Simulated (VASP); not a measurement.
# MoS2 in VASP: single point with r2SCAN

Aim: the single point of MoS2 with r2SCAN.

Everything below comes from runs of VASP 6.6.1. Logs are shortened: lines on timing, memory, paths and dates and some standing lists are left out, and cuts for length are marked.

## Step 1: The cell of the first run

The cell holds a slab with vacuum, 9 atoms: a = 3.171 Å, b = 3.171 Å, c = 28.816 Å, α = 90.00°, β = 90.00°, γ = 60.00°.

## Step 2: Single point, r2SCAN

POSCAR reads:

```
MoS2
1.0
    3.1709999953      0.0000000000      0.0000000000
    1.5854999930      2.7461665541      0.0000000000
    0.0000000000      0.0000000000     28.8162408425
Mo S
3 6
Direct
    0.0000000000      0.0000000000      0.2082159166
    0.6666666667      0.6666666667      0.4204225227
    0.3333333333      0.3333333333      0.6326291288
    0.6666666667      0.6666666667      0.2612675681
    1.0000000000      0.0000000000      0.3673708712
    0.3333333333      0.3333333333      0.4734741742
    0.6666666667      0.6666666667      0.5795774773
    0.0000000000      0.0000000000      0.6856807803
    0.3333333333      0.3333333333      0.7917840834
```

INCAR.step1 reads:

```
PREC = Accurate
ENCUT = 500
ISMEAR = -1
SIGMA = 0.1
LREAL = False
LASPH = True
NELM = 300
LDIPOL = True
IDIPOL = 3
DIPOL = 0.5 0.5 0.491
NBANDS = 49
GGA = PE
ALGO = Normal
EDIFF = 1E-5
LWAVE = True
LCHARG = False
GGA_COMPAT = False
NELMDL = -8
AMIX = 0.1
BMIX = 1E-4
AMIX_MAG = 0.4
BMIX_MAG = 1E-4
KPAR = 4
```

INCAR.step2 reads:

```
PREC = Accurate
ENCUT = 500
EDIFF = 1E-6
ISMEAR = -1
SIGMA = 0.1
LREAL = False
LASPH = True
NELM = 300
ALGO = Normal
ISIF = 2
LWAVE = False
LCHARG = True
LDIPOL = True
IDIPOL = 3
DIPOL = 0.5 0.5 0.491
METAGGA = R2SCAN
LMIXTAU = True
LVHAR = True
LVACPOTAV = True
NBANDS = 49
ISTART = 1
GGA_COMPAT = False
AMIX = 0.1
BMIX = 1E-4
AMIX_MAG = 0.4
BMIX_MAG = 1E-4
KPAR = 4
```

KPOINTS reads:

```
regular mesh
0
Gamma
  6 6 1
```

Potentials or basis: VASP PAW PBE potentials, release 64 (Mo_sv, S).

On the command line:

```sh
$ cat potpaw_PBE.64/Mo_sv/POTCAR potpaw_PBE.64/S/POTCAR > POTCAR
$ cp INCAR.step1 INCAR
$ mpirun -np 4 vasp_std > vasp.out
$ cp INCAR.step2 INCAR
$ mpirun -np 4 vasp_std > vasp.out
```

OUTCAR:

```text
PREC = Accurate
   ENCUT = 500
   EDIFF = 1E-6
   ISMEAR = -1
   LREAL = False
   LASPH = True
   NELM = 300
   ISIF = 2
   METAGGA = R2SCAN
   ISTART = 1
   AMIX = 0.1
   AMIX_MAG = 0.4

 ion  position               nearest neighbor table
   1  0.000  0.000  0.208-   4 2.39   4 2.39   4 2.39
   2  0.667  0.667  0.420-   5 2.39   6 2.39   6 2.39   6 2.39   5 2.39   5 2.39
   3  0.333  0.333  0.633-   8 2.39   7 2.39   7 2.39   7 2.39   8 2.39   8 2.39
   4  0.667  0.667  0.261-   1 2.39   1 2.39   1 2.39
   5  0.000  0.000  0.367-   2 2.39   2 2.39   2 2.39
   6  0.333  0.333  0.473-   2 2.39   2 2.39   2 2.39
   7  0.667  0.667  0.580-   3 2.39   3 2.39   3 2.39
   8  0.000  0.000  0.686-   3 2.39   3 2.39   3 2.39
   9  0.333  0.333  0.792-

  LATTYP: Found a hexagonal cell.
 ALAT       =     3.1709999954
 C/A-ratio  =     9.0874301118

  Lattice vectors:

 A1 = (  -1.5854999930,  -2.7461665541,   0.0000000000)
 A2 = (   3.1709999953,   0.0000000000,   0.0000000000)
 A3 = (   0.0000000000,   0.0000000000,  28.8162408425)

Analysis of symmetry for initial positions (statically):
=====================================================================
 Subroutine PRICEL returns:
 Original cell was already a primitive cell.

 Routine SETGRP: Setting up the symmetry group for a
 hexagonal supercell.

 Subroutine GETGRP returns: Found  6 space group operations
 (whereof  6 operations were pure point group operations)
 out of a pool of 24 trial point group operations.

The static configuration has the point symmetry C_3v.

Analysis of symmetry for dynamics (positions and initial velocities):
=====================================================================
 Subroutine PRICEL returns:
 Original cell was already a primitive cell.

 Routine SETGRP: Setting up the symmetry group for a
 hexagonal supercell.

 Subroutine GETGRP returns: Found  6 space group operations
 (whereof  6 operations were pure point group operations)
 out of a pool of 24 trial point group operations.

The dynamic configuration has the point symmetry C_3v.

 Subroutine INISYM returns: Found  6 space group operations
 (whereof  6 operations are pure point group operations),
 and found     1 'primitive' translations

[... 96 lines left out ...]
   ISIF   =      2    stress and relaxation
   ISYM   =      2    0-nonsym 1-usesym 2-fastsym
   POTIM  = 0.5000    time-step for ionic-motion
   TEBEG  =    0.0;   TEEND  =   0.0 temperature during run
   PSTRESS=    0.0 pullay stress
   NELECT =      78.0000    total number of electrons
   NUPDOWN=      -1.0000    fix difference up-down
   EMIN   =  10.00;   EMAX   =-10.00  energy-range for DOS
   EFERMI =   0.00;   METHOD = LEGACY
   ISMEAR =    -1;   SIGMA  =   0.10  broadening in eV -4-tet -1-fermi 0-gaus
   EFERMI_NEDOS =   21; number of points for ismear=-14 and -15
   IALGO  =     38    algorithm
   IMIX   =      4    mixing-type and parameters
     AMIX     =   0.10;   BMIX     =  0.00
     AMIX_MAG =   0.40;   BMIX_MAG =  0.00
  volume/ion in A,a.u.               =      27.88       188.15
  Fermi-wavevector in a.u.,A,eV,Ry     =   1.108969  2.095648 16.732623  1.229813
  Thomas-Fermi vector in A             =   2.245503
   LORBIT       =      0    0 simple, 1 ext, 2 COOP (PROOUT), +10 PAW based schemes
   METAGGA = R2SCAN    functional components
   LHFCALC =     F    Hartree Fock is set to
   AEXX    =    0.0000 exact exchange contribution
   IVDW    =     0    specifies the selected vdW correction
   LEPSILON=     F    determine dielectric tensor
   LRPA    =     F    only Hartree local field effects (RPA)
 non-spin polarized calculation
  energy-cutoff  :      500.00
  volume of cell :      250.93
 maximum number of plane-waves:      6404
   NGX = 11   NGY = 11   NGZ =105

 dipolmoment           0.000000      0.000000     -0.067967 electrons x Angstroem

 number of electron      78.0000005 magnetization

 dipolmoment           0.000000      0.000000      0.148659 electrons x Angstroem

 Free energy of the ion-electron system (eV)
  ---------------------------------------------------
  ext. energy  EPLUGINS =         0.00000000
  ---------------------------------------------------
  free energy    TOTEN  =      -127.75971861 eV

  energy without entropy =     -127.60838265  energy(sigma->0) =     -127.68405063

 E-fermi :   2.6040     XC(G=0):  -8.0390

 val. band max:        2.5534896589   @ k =   0.0000   0.0000   0.0000
 cond. band min:       2.6712679448   @ k =  -0.3333   0.3333   0.0000
 fundamental gap:      0.1177782859
 Fermi energy:         2.6039779796

 k-point     1 :       0.0000    0.0000    0.0000
  band No.  band energies     occupation
      1     -61.0311      2.00000
      2     -60.9068      2.00000
      3     -60.5177      2.00000
      4     -34.3813      2.00000
      5     -34.2892      2.00000
      6     -34.2892      2.00000
[... 353 lines left out ...]
     48       6.2927      0.00000
     49       6.4555      0.00000

------------------------ aborting loop because EDIFF is reached ----------------------------------------

  FORCE on cell =-STRESS in cart. coord.  units (eV):
  Direction    XX          YY          ZZ          XY          YZ          ZX
  --------------------------------------------------------------------------------------
  -------------------------------------------------------------------------------------
  Total       -3.0735937     -3.0735937      3.9524904      0.0000000     -0.0000000     -0.0000000
  in kB      -19.6244095    -19.6244095     25.2360257      0.0000000     -0.0000000     -0.0000000
  external PRESSURE =      -4.6709311 kB  Pullay stress =       0.0000000 kB

 VOLUME and BASIS-vectors are now :
 -----------------------------------------------------------------------------
  energy-cutoff  :      500.00
  volume of cell :      250.93
      direct lattice vectors                 reciprocal lattice vectors
     3.170999995  0.000000000  0.000000000     0.315357932 -0.182071986  0.000000000
     1.585499993  2.746166554  0.000000000     0.000000000  0.364143973  0.000000000
     0.000000000  0.000000000 28.816240843     0.000000000  0.000000000  0.034702653

 POSITION                                       TOTAL-FORCE (eV/Angst)
 -----------------------------------------------------------------------------------
      0.00000      0.00000      6.00000        -0.000000      0.000000      0.714048
      3.17100      1.83078     12.11500         0.000000      0.000000     -0.037685
      1.58550      0.91539     18.22999         0.000000      0.000000      0.026438
      3.17100      1.83078      7.52875         0.000000      0.000000     -0.777143
      0.00000      0.00000     10.58625        -0.000000      0.000000     -0.709066
      1.58550      0.91539     13.64375        -0.000000     -0.000000      0.755029
      3.17100      1.83078     16.70124         0.000000      0.000000     -0.748522
      0.00000      0.00000     19.75874        -0.000000     -0.000000      0.814597
      1.58550      0.91539     22.81624        -0.000000      0.000000     -0.037696
 -----------------------------------------------------------------------------------
    total drift:                               -0.000000     -0.000000     -0.000074

  FREE ENERGIE OF THE ION-ELECTRON SYSTEM (eV)
  ---------------------------------------------------
  free  energy   TOTEN  =      -127.7597186103 eV

  energy  without entropy=     -127.6083826503  energy(sigma->0) =     -127.68405063

 vacuum level on the upper side and lower side of the slab         9.925         6.834
```

OSZICAR.step1:

```text
N       E                     dE             d eps       ncg     rms          rms(c)
DAV:   1     0.652362734845E+03    0.65236E+03   -0.42013E+04   814   0.138E+03
DAV:   2    -0.198551425614E+02   -0.67222E+03   -0.65166E+03   846   0.350E+02
DAV:   3    -0.618651426472E+02   -0.42010E+02   -0.40538E+02   860   0.779E+01
[... 13 lines left out ...]
DAV: 286    -0.587022067167E+02    0.51436E-04   -0.21811E-04   759   0.481E-02    0.428E-01
DAV: 287    -0.587022811572E+02   -0.74440E-04   -0.25049E-03   687   0.985E-02    0.359E-01
DAV: 288    -0.587039446639E+02   -0.16635E-02   -0.29947E-03   775   0.134E-01    0.277E-01
DAV: 289    -0.587029643539E+02    0.98031E-03   -0.38348E-04   752   0.876E-02    0.224E-01
DAV: 290    -0.587029717864E+02   -0.74325E-05   -0.52732E-05   662   0.235E-02
   1 F= -.58702972E+02 E0= -.58619435E+02  d E =-.167073E+00
```

Run time: 22 min. Hardware: 4 MPI ranks of Intel Xeon Platinum 8259CL at 2.50GHz (Skylake/Cascade Lake), shared host; peak memory 0.42 GiB.

What came out:

* Free energy: -127.7597 eV
* Largest force: 0.815 eV/Å
* Band gap on the k mesh: zero (bands 39 and 40 overlap by 0.80 eV)

Forces on the atoms (eV/Å):
```
Mo   0.000  0.000  0.714
Mo   0.000  0.000 -0.038
Mo   0.000  0.000  0.026
S    0.000  0.000 -0.777
S    0.000  0.000 -0.709
S    0.000  0.000  0.755
S    0.000  0.000 -0.749
S    0.000  0.000  0.815
S    0.000  0.000 -0.038
```

Caveat: the k points lie up to 0.38 Å⁻¹ apart, too coarse for converged energies and pressures of a metal; the PAW data sets were made with another functional, which shifts forces and pressure a little.

The gap in the log of VASP goes by the Fermi energy; the results here count the filled bands.